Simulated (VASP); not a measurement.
# K2LiBr3 (R-3m) in VASP: a series of runs

The runs below take K2LiBr3 through single point, relaxation of cell and atoms, with PBEsol, r2SCAN+rVV10.

All numbers are computed with VASP 6.6.1; they aren't measurements. Logs are shortened: lines on timing, memory, paths and dates and some standing lists are left out, and cuts for length are marked.

**1. The cell of the first run**

Symmetry: R-3m, No. 166, trigonal system. Conventional cell: a = 7.504 Å, b = 7.504 Å, c = 11.258 Å, α = 90.00°, β = 90.00°, γ = 120.00°. Within 4.1 Å of K (site symmetry 3m) lie 9 Br at 3.04 to 4.08 Å and 1 K at 3.23 Å and 1 Li at 4.02 Å. Li (site symmetry -3m) has 6 Br at 2.87 Å within 3.8 Å. Br (site symmetry 2/m) has 2 Li at 2.87 Å and 2 K at 3.04 Å and 4 Br at 3.75 Å within 3.8 Å.

**2. Single point, PBEsol**

INCAR

```
SYSTEM = K2LiBr3
PREC = Accurate
ENCUT = 750
EDIFF = 1E-6
ISMEAR = -1
SIGMA = 0.03
LREAL = .FALSE.
LASPH = .TRUE.
NELM = 120
ALGO = Normal
ISIF = 2
LWAVE = .FALSE.
LCHARG = .TRUE.
GGA = PS
LELF = .TRUE.
LVHAR = .TRUE.
NBANDS = 30
GGA_COMPAT = .FALSE.
```

KPOINTS

```
regular mesh
0
G
  4 4 4
  0 0 0
```

POSCAR

```
K2LiBr3
1.0
    3.7520979561      2.1662747662      3.7525145071
   -3.7520979561      2.1662747662      3.7525145071
    0.0000000000     -4.3325495287      3.7525145093
K Li Br
2 1 3
Direct
    0.1433157957      0.1433157957      0.1433157957
    0.8566842043      0.8566842043      0.8566842043
    0.5000000000      0.5000000000      0.5000000000
    0.5000000000      0.5000000000      0.0000000000
    0.5000000000      0.0000000000      0.5000000000
    0.0000000000      0.5000000000      0.5000000000
```

Potentials or basis: VASP PAW PBE potentials, release 64 (K_sv, Li_sv, Br).

Command:

```bash
cat potpaw_PBE.64/K_sv/POTCAR potpaw_PBE.64/Li_sv/POTCAR potpaw_PBE.64/Br/POTCAR > POTCAR
mpirun -np 1 vasp_std > vasp.out
```

OUTCAR:

```text
SYSTEM = K2LiBr3
   PREC = Accurate
   ENCUT = 750
   EDIFF = 1E-6
   ISMEAR = -1
   LREAL = .FALSE.
   LASPH = .TRUE.
   NELM = 120
   ISIF = 2
   GGA = PS

 ion  position               nearest neighbor table
   1  0.143  0.143  0.143-   4 3.04   5 3.04   6 3.04   2 3.23
   2  0.857  0.857  0.857-   4 3.04   5 3.04   6 3.04   1 3.23
   3  0.500  0.500  0.500-
   4  0.500  0.500  0.000-   1 3.04   2 3.04
   5  0.500  0.000  0.500-   1 3.04   2 3.04
   6  0.000  0.500  0.500-   1 3.04   2 3.04

  LATTYP: Found a trigonal (rhomboedric) cell.
 ALAT       =     5.7316970053
 COS(alpha) =     0.1429387041

  Lattice vectors:

 A1 = (   3.7520979561,   2.1662747662,   3.7525145071)
 A2 = (  -3.7520979561,   2.1662747662,   3.7525145071)
 A3 = (   0.0000000000,  -4.3325495287,   3.7525145093)

Analysis of symmetry for initial positions (statically):
=====================================================================
 Subroutine PRICEL returns:
 Original cell was already a primitive cell.

 Routine SETGRP: Setting up the symmetry group for a
 trigonal (rhombohedral) supercell.

 Subroutine GETGRP returns: Found 12 space group operations
 (whereof 12 operations were pure point group operations)
 out of a pool of 12 trial point group operations.

The static configuration has the point symmetry D_3d.

Analysis of symmetry for dynamics (positions and initial velocities):
=====================================================================
 Subroutine PRICEL returns:
 Original cell was already a primitive cell.

 Routine SETGRP: Setting up the symmetry group for a
 trigonal (rhombohedral) supercell.

 Subroutine GETGRP returns: Found 12 space group operations
 (whereof 12 operations were pure point group operations)
 out of a pool of 12 trial point group operations.

The dynamic configuration has the point symmetry D_3d.

 Subroutine INISYM returns: Found 12 space group operations
 (whereof 12 operations are pure point group operations),
 and found     1 'primitive' translations

----------------------------------------------------------------------------------------

                                     Primitive cell

  volume of cell :     183.0043

  direct lattice vectors                    reciprocal lattice vectors
     3.752097956  2.166274766  3.752514507     0.133258781  0.076936993  0.088829326
    -3.752097956  2.166274766  3.752514507    -0.133258781  0.076936993  0.088829326
     0.000000000 -4.332549529  3.752514509     0.000000000 -0.153873986  0.088829326

  length of vectors
     5.731697005  5.731697005  5.731697005     0.177673444  0.177673444  0.177673444

  position of ions in fractional coordinates (direct lattice)
     0.143315796  0.143315796  0.143315796
     0.856684204  0.856684204  0.856684204
     0.500000000  0.500000000  0.500000000
     0.500000000  0.500000000  0.000000000
     0.500000000  0.000000000  0.500000000
     0.000000000  0.500000000  0.500000000

  ion indices of the primitive-cell ions
   primitive index   ion index
                 1           1
                 2           2
                 3           3
                 4           4
                 5           5
                 6           6

----------------------------------------------------------------------------------------

 KPOINTS: regular mesh

Automatic generation of k-mesh.
 Grid dimensions read from file:
 generate k-points for:    4    4    4

 Generating k-lattice:

  Cartesian coordinates                     Fractional coordinates (reciprocal lattice)
     0.033314695  0.019234248  0.022207331     0.250000000  0.000000000  0.000000000
    -0.033314695  0.019234248  0.022207331     0.000000000  0.250000000  0.000000000
     0.000000000 -0.038468497  0.022207331     0.000000000  0.000000000  0.250000000

  Length of vectors
     0.044418361  0.044418361  0.044418361

  Shift w.r.t. Gamma in fractional coordinates (k-lattice)
     0.000000000  0.000000000  0.000000000

 Subroutine IBZKPT returns following result:
 ===========================================

 Found     13 irreducible k-points:

 Following reciprocal coordinates:
            Coordinates               Weight
  0.000000  0.000000  0.000000      1.000000
  0.250000  0.000000  0.000000      6.000000
  0.500000  0.000000  0.000000      3.000000
  0.250000  0.250000  0.000000      6.000000
  0.500000  0.250000 -0.000000     12.000000
 -0.250000  0.250000  0.000000      6.000000
  0.500000  0.500000  0.000000      3.000000
  0.250000  0.250000  0.250000      2.000000
  0.500000  0.250000  0.250000      6.000000
 -0.250000  0.250000  0.250000      6.000000
  0.500000  0.500000  0.250000      6.000000
 -0.250000  0.500000  0.250000      6.000000
  0.500000  0.500000  0.500000      1.000000
   k-points           NKPTS =     13   k-points in BZ     NKDIM =     13   number of bands    NBANDS=     30
   number of dos      NEDOS =    301   number of ions     NIONS =      6
   total plane-waves  NPLWV = 157464
   dimension x,y,z NGX =    54 NGY =   54 NGZ =   54
   dimension x,y,z NGXF=   108 NGYF=  108 NGZF=  108
   ions per type =               2   1   3
   NGX,Y,Z   is equivalent  to a cutoff of  15.66, 15.66, 15.66 a.u.
   NGXF,Y,Z  is equivalent  to a cutoff of  31.33, 31.33, 31.33 a.u.
 SYSTEM =  K2LiBr3
   PREC   = accura    normal or accurate (medium, high low for compatibility)
   ISTART =      0    job   : 0-new  1-cont  2-samecut
   ICHARG =      2    charge: 1-file 2-atom 10-const
   ISPIN  =      1    spin polarized calculation?
   LNONCOLLINEAR =      F non collinear calculations
   LSORBIT =      F    spin-orbit coupling
   LASPH  =      T    aspherical Exc in radial PAW
   ENCUT  =  750.0 eV  55.12 Ry    7.42 a.u.  12.80 12.80 12.80*2*pi/ulx,y,z
   NELM   =    120;   NELMIN=  2; NELMDL= -5     # of ELM steps
   EDIFF  = 0.1E-05   stopping-criterion for ELM
   LREAL  =      F    real-space projection
   EDIFFG = 0.1E-04   stopping-criterion for IOM
   NSW    =      0    number of steps for IOM
   IBRION =     -1    ionic relax: 0-MD 1-quasi-New 2-CG
   NFREE  =      0    steps in history (QN), initial steepest desc. (CG)
   ISIF   =      2    stress and relaxation
   ISYM   =      2    0-nonsym 1-usesym 2-fastsym
   POTIM  = 0.5000    time-step for ionic-motion
   TEBEG  =    0.0;   TEEND  =   0.0 temperature during run
   PSTRESS=    0.0 pullay stress
   NELECT =      42.0000    total number of electrons
   NUPDOWN=      -1.0000    fix difference up-down
   EMIN   =  10.00;   EMAX   =-10.00  energy-range for DOS
   EFERMI =   0.00;   METHOD = LEGACY
   ISMEAR =    -1;   SIGMA  =   0.03  broadening in eV -4-tet -1-fermi 0-gaus
   EFERMI_NEDOS =   21; number of points for ismear=-14 and -15
   IALGO  =     38    algorithm
   IMIX   =      4    mixing-type and parameters
     AMIX     =   0.40;   BMIX     =  1.00
     AMIX_MAG =   1.60;   BMIX_MAG =  1.00
  volume/ion in A,a.u.               =      30.50       205.83
  Fermi-wavevector in a.u.,A,eV,Ry     =   1.002315  1.894100 13.668889  1.004635
  Thomas-Fermi vector in A             =   2.134794
   LORBIT       =      0    0 simple, 1 ext, 2 COOP (PROOUT), +10 PAW based schemes
   GGA     = PS    functional components
   LHFCALC =     F    Hartree Fock is set to
   AEXX    =    0.0000 exact exchange contribution
   IVDW    =     0    specifies the selected vdW correction
   LEPSILON=     F    determine dielectric tensor
   LRPA    =     F    only Hartree local field effects (RPA)
 non-spin polarized calculation
  energy-cutoff  :      750.00
  volume of cell :      183.00
 maximum number of plane-waves:      8560
 NGX is ok and might be reduce to    54
   NGX = 25   NGY = 25   NGZ = 25

 number of electron      41.9999997 magnetization

 Free energy of the ion-electron system (eV)
  ---------------------------------------------------
  ext. energy  EPLUGINS =         0.00000000
  ---------------------------------------------------
  free energy    TOTEN  =       -18.64618224 eV

  energy without entropy =      -18.64618224  energy(sigma->0) =      -18.64618224

 E-fermi :   0.1323     XC(G=0):  -7.8537

 val. band max:       -0.5682188111   @ k =   0.5000   0.5000   0.0000
 cond. band min:       2.7087694240   @ k =   0.0000   0.0000   0.0000
 fundamental gap:      3.2769882351
 Fermi energy:         0.1323306312

 k-point     1 :       0.0000    0.0000    0.0000
  band No.  band energies     occupation
      1     -44.7365      2.00000
      2     -29.4775      2.00000
      3     -29.4095      2.00000
      4     -13.9730      2.00000
      5     -13.5160      2.00000
      6     -13.5160      2.00000
[... 22 lines left out ...]
     29       6.9783      0.00000
     30       6.9783      0.00000

 k-point     2 :       0.2500    0.0000    0.0000
  band No.  band energies     occupation
      1     -44.7365      2.00000
      2     -29.4765      2.00000
      3     -29.4104      2.00000
      4     -13.9260      2.00000
      5     -13.5884      2.00000
      6     -13.4943      2.00000
[... 22 lines left out ...]
     29       6.9690      0.00000
     30       7.1848      0.00000

 k-point     3 :       0.5000    0.0000    0.0000
  band No.  band energies     occupation
      1     -44.7365      2.00000
      2     -29.4754      2.00000
      3     -29.4115      2.00000
      4     -13.8362      2.00000
      5     -13.7100      2.00000
      6     -13.4710      2.00000
[... 22 lines left out ...]
     29       7.0784      0.00000
     30       7.1319      0.00000

 k-point     4 :       0.2500    0.2500    0.0000
  band No.  band energies     occupation
      1     -44.7365      2.00000
      2     -29.4754      2.00000
      3     -29.4114      2.00000
      4     -13.8703      2.00000
      5     -13.5912      2.00000
      6     -13.5780      2.00000
[... 22 lines left out ...]
     29       7.1061      0.00000
     30       7.1530      0.00000

 k-point     5 :       0.5000    0.2500   -0.0000
  band No.  band energies     occupation
      1     -44.7365      2.00000
      2     -29.4744      2.00000
      3     -29.4123      2.00000
      4     -13.8107      2.00000
      5     -13.7090      2.00000
      6     -13.5478      2.00000
[... 22 lines left out ...]
     29       6.7484      0.00000
     30       7.4287      0.00000

 k-point     6 :      -0.2500    0.2500    0.0000
  band No.  band energies     occupation
      1     -44.7365      2.00000
      2     -29.4755      2.00000
      3     -29.4113      2.00000
      4     -13.9031      2.00000
      5     -13.6141      2.00000
      6     -13.5170      2.00000
[... 22 lines left out ...]
     29       7.2056      0.00000
     30       7.2383      0.00000

 k-point     7 :       0.5000    0.5000    0.0000
  band No.  band energies     occupation
      1     -44.7365      2.00000
      2     -29.4734      2.00000
      3     -29.4132      2.00000
      4     -13.7608      2.00000
      5     -13.7158      2.00000
      6     -13.6334      2.00000
[... 22 lines left out ...]
     29       7.1170      0.00000
     30       7.2456      0.00000

 k-point     8 :       0.2500    0.2500    0.2500
  band No.  band energies     occupation
      1     -44.7365      2.00000
      2     -29.4744      2.00000
      3     -29.4123      2.00000
      4     -13.8784      2.00000
      5     -13.5517      2.00000
      6     -13.5517      2.00000
[... 22 lines left out ...]
     29       6.7925      0.00000
     30       6.7925      0.00000

 k-point     9 :       0.5000    0.2500    0.2500
  band No.  band energies     occupation
      1     -44.7365      2.00000
      2     -29.4735      2.00000
      3     -29.4131      2.00000
      4     -13.8884      2.00000
      5     -13.6428      2.00000
      6     -13.5119      2.00000
[... 22 lines left out ...]
     29       6.7430      0.00000
     30       6.7878      0.00000

 k-point    10 :      -0.2500    0.2500    0.2500
  band No.  band energies     occupation
      1     -44.7365      2.00000
      2     -29.4745      2.00000
      3     -29.4122      2.00000
      4     -13.8799      2.00000
      5     -13.6602      2.00000
      6     -13.5424      2.00000
[... 22 lines left out ...]
     29       6.6803      0.00000
     30       7.4491      0.00000

 k-point    11 :       0.5000    0.5000    0.2500
  band No.  band energies     occupation
      1     -44.7365      2.00000
      2     -29.4726      2.00000
      3     -29.4139      2.00000
      4     -13.9187      2.00000
      5     -13.5962      2.00000
      6     -13.5930      2.00000
[... 22 lines left out ...]
     29       6.9559      0.00000
     30       7.1849      0.00000

 k-point    12 :      -0.2500    0.5000    0.2500
  band No.  band energies     occupation
      1     -44.7365      2.00000
      2     -29.4735      2.00000
      3     -29.4131      2.00000
      4     -13.8478      2.00000
      5     -13.7083      2.00000
      6     -13.5684      2.00000
[... 22 lines left out ...]
     29       6.8255      0.00000
     30       7.6867      0.00000

 k-point    13 :       0.5000    0.5000    0.5000
  band No.  band energies     occupation
      1     -44.7365      2.00000
      2     -29.4717      2.00000
      3     -29.4147      2.00000
      4     -13.9943      2.00000
      5     -13.5520      2.00000
      6     -13.5520      2.00000
[... 22 lines left out ...]
     29       7.3982      0.00000
     30       7.4035      0.00000

------------------------ aborting loop because EDIFF is reached ----------------------------------------

  FORCE on cell =-STRESS in cart. coord.  units (eV):
  Direction    XX          YY          ZZ          XY          YZ          ZX
  --------------------------------------------------------------------------------------
  -------------------------------------------------------------------------------------
  Total        0.0488147      0.0488147      0.0816480      0.0000000      0.0000000     -0.0000000
  in kB        0.4273660      0.4273660      0.7148173      0.0000000      0.0000000     -0.0000000
  external PRESSURE =       0.5231831 kB  Pullay stress =       0.0000000 kB

 VOLUME and BASIS-vectors are now :
 -----------------------------------------------------------------------------
  energy-cutoff  :      750.00
  volume of cell :      183.00
      direct lattice vectors                 reciprocal lattice vectors
     3.752097956  2.166274766  3.752514507     0.133258781  0.076936993  0.088829326
    -3.752097956  2.166274766  3.752514507    -0.133258781  0.076936993  0.088829326
     0.000000000 -4.332549529  3.752514509     0.000000000 -0.153873986  0.088829326

 POSITION                                       TOTAL-FORCE (eV/Angst)
 -----------------------------------------------------------------------------------
      0.00000      0.00000      1.61338         0.000000     -0.000000     -0.017699
      0.00000      0.00000      9.64416         0.000000      0.000000      0.017699
      0.00000      0.00000      5.62877         0.000000      0.000000      0.000000
      0.00000      2.16627      3.75251        -0.000000      0.000000      0.000000
      1.87605     -1.08314      3.75251         0.000000      0.000000     -0.000000
     -1.87605     -1.08314      3.75251         0.000000      0.000000      0.000000
 -----------------------------------------------------------------------------------
    total drift:                               -0.000000      0.000000     -0.000000

  FREE ENERGIE OF THE ION-ELECTRON SYSTEM (eV)
  ---------------------------------------------------
  free  energy   TOTEN  =       -18.6461822434 eV

  energy  without entropy=      -18.6461822434  energy(sigma->0) =      -18.64618224
```

It took 5.3 min on 1 thread of Intel Xeon 8259CL, shared host; peak memory 0.46 GiB.

What came out:

```yaml
Free_energy: -18.6462 eV
Pressure: 0.1 GPa
Largest_force: 0.018 eV/Å
Band_gap_on_the_k_mesh: 3.28 eV (least direct gap 3.28 eV)
```

Forces in eV/Å, atoms in the order of the input:
```
K    0.000  0.000 -0.018
K    0.000  0.000  0.018
Li   0.000  0.000  0.000
Br   0.000  0.000  0.000
Br   0.000  0.000  0.000
Br   0.000  0.000  0.000
```

Levels at points of the mesh, in eV from the valence-band top:
```tsv
k point	band 18	band 19	band 20	band 21	band 22	band 23	band 24	band 25
(0.00, 0.00, 0.00)	-0.82	-0.29	-0.01	-0.01	3.28	5.41	5.73	5.73
(0.50, 0.00, 0.00)	-1.07	-0.94	-0.90	-0.14	5.05	5.25	6.18	6.79
(0.50, 0.50, 0.00)	-1.10	-1.04	-0.56	0.00	5.53	5.65	6.01	6.26
(0.50, 0.50, 0.50)	-0.67	-0.04	-0.04	-0.02	4.58	5.48	5.48	6.04
```

Caveat: the PAW data sets were made with another functional, which shifts forces and pressure a little.

**3. Single point, r2SCAN+rVV10**

This run uses another cell than the first one, of 30.30 Å³/atom.

POSCAR

```
K2LiBr3
1.0
    3.7432040609      2.1611398734      3.7453688666
   -3.7432040609      2.1611398734      3.7453688666
    0.0000000000     -4.3222797431      3.7453688687
K Li Br
2 1 3
Direct
    0.1394636657      0.1394636657      0.1394636657
    0.8605363343      0.8605363343      0.8605363343
    0.5000000000      0.5000000000      0.5000000000
    0.5000000000      0.5000000000      0.0000000000
    0.5000000000      0.0000000000      0.5000000000
    0.0000000000      0.5000000000      0.5000000000
```

INCAR.step1

```
SYSTEM = K2LiBr3
  PREC = Accurate
  ENCUT = 830
  ISMEAR = -1
  SIGMA = 0.03
  LREAL = .FALSE.
  LASPH = .TRUE.
  NELM = 120
  NBANDS = 30
  GGA = PE
  ALGO = Normal
  EDIFF = 1E-5
  LWAVE = .TRUE.
  LCHARG = .FALSE.
  GGA_COMPAT = .FALSE.
```

INCAR.step2

```
SYSTEM = K2LiBr3
  PREC = Accurate
  ENCUT = 830
  EDIFF = 1E-6
  ISMEAR = -1
  SIGMA = 0.03
  LREAL = .FALSE.
  LASPH = .TRUE.
  NELM = 120
  ALGO = Normal
  ISIF = 2
  LWAVE = .FALSE.
  LCHARG = .FALSE.
  METAGGA = R2SCAN
  LMIXTAU = .TRUE.
  LUSE_VDW = .TRUE.
  IVDW_NL = 2
  BPARAM = 11.95
  CPARAM = 0.0093
  NBANDS = 30
  ISTART = 1
  GGA_COMPAT = .FALSE.
```

KPOINTS

```
Automatic mesh
0
G
  4 4 4
  0 0 0
```

Potentials or basis: VASP PAW PBE potentials, release 64 (K_sv, Li_sv, Br).

Command:

```bash
cat potpaw_PBE.64/K_sv/POTCAR potpaw_PBE.64/Li_sv/POTCAR potpaw_PBE.64/Br/POTCAR > POTCAR
cp INCAR.step1 INCAR
mpirun -np 1 vasp_std > vasp.out
cp INCAR.step2 INCAR
mpirun -np 1 vasp_std > vasp.out
```

Wall time 26 min (1 thread of Intel Xeon 8259CL, shared host); peak memory 1.1 GiB.

Results (log left out):

```
Free energy            : -63.0407 eV
Pressure               : 0.0 GPa
Largest force          : 0.009 eV/Å
Band gap on the k mesh : 3.94 eV
```

Forces in eV/Å, atoms in the order of the input:
```
K    0.000  0.000 -0.009
K    0.000  0.000  0.009
Li   0.000  0.000  0.000
Br   0.000  0.000  0.000
Br   0.000  0.000  0.000
Br   0.000  0.000  0.000
```

Levels at points of the mesh, in eV from the valence-band top:
```
           k point  band 19  band 20  band 21  band 22  band 23  band 24
(0.00, 0.00, 0.00)    -0.32     0.00     0.00     3.94     6.25     6.25
(0.50, 0.00, 0.00)    -0.97    -0.94    -0.14     5.65     5.91     6.75
(0.50, 0.50, 0.00)    -1.07    -0.60     0.00     6.15     6.42     6.71
(0.50, 0.50, 0.50)    -0.04    -0.03    -0.03     5.27     6.16     6.16
```

Caveat: the PAW data sets were made with another functional, which shifts forces and pressure a little.

(Continued in part 2 of 2.)
